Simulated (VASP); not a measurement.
**GeW3: single point with PBE**

GeW3:

```
Ge W
1.0
     0.00000    3.24771    3.24771
     3.24771    0.00000    3.24771
     3.24771    3.24771    0.00000
Ge W
1 3
Direct
  0.50000 0.50000 0.50000
  0.25000 0.25000 0.25000
  0.00000 0.00000 0.00000
  0.75000 0.75000 0.75000
```

The cell was built from a structure type or drawn by symmetry, and may not be a known phase.

```json
{
 "Program": "VASP 6.6.1",
 "Task": "single point",
 "Functional": "PBE",
 "Potentials or basis": "VASP PAW PBE potentials, release 64 (Ge_d, W_sv)",
 "Cutoff": "520 eV",
 "k mesh": "4 × 4 × 4",
 "Occupations": "gaussian, width 0.1 eV",
 "Spin": "no spin polarisation",
 "Dipole correction": "no",
 "Further INCAR settings": "ALGO = Fast; EDIFF = 1e-06; NBANDS = 36"
}
```

* Pressure: -17.1 GPa
* Band gap on the k mesh: zero (bands 28 and 29 overlap by 2.13 eV)

Levels at points of the mesh, in eV from the Fermi level:
| k point | band 24 | band 25 | band 26 | band 27 | band 28 | band 29 | band 30 | band 31 | band 32 | band 33 |
| --- | --- | --- | --- | --- | --- | --- | --- | --- | --- | --- |
| (0.00, 0.00, 0.00) | -2.10 | -2.10 | -2.10 | -1.64 | 1.59 | 1.59 | 1.59 | 2.25 | 2.25 | 3.06 |
| (0.50, 0.00, 0.00) | -2.77 | -1.70 | -1.70 | -1.44 | -0.54 | -0.54 | 1.55 | 1.55 | 1.99 | 2.09 |
| (0.50, 0.50, 0.00) | -2.55 | -2.55 | -2.32 | -0.85 | -0.16 | -0.16 | 0.43 | 1.44 | 1.77 | 2.70 |

Wall time 30 s on 1 thread of AMD EPYC 9R45 96-Core Processor (Zen 5) (shared host), peak memory 0.17 GiB.

Caveat: the k points lie up to 0.42 Å⁻¹ apart, too coarse for converged energies and pressures of a metal; spin-orbit coupling is left out, which moves the levels of the heavy elements.
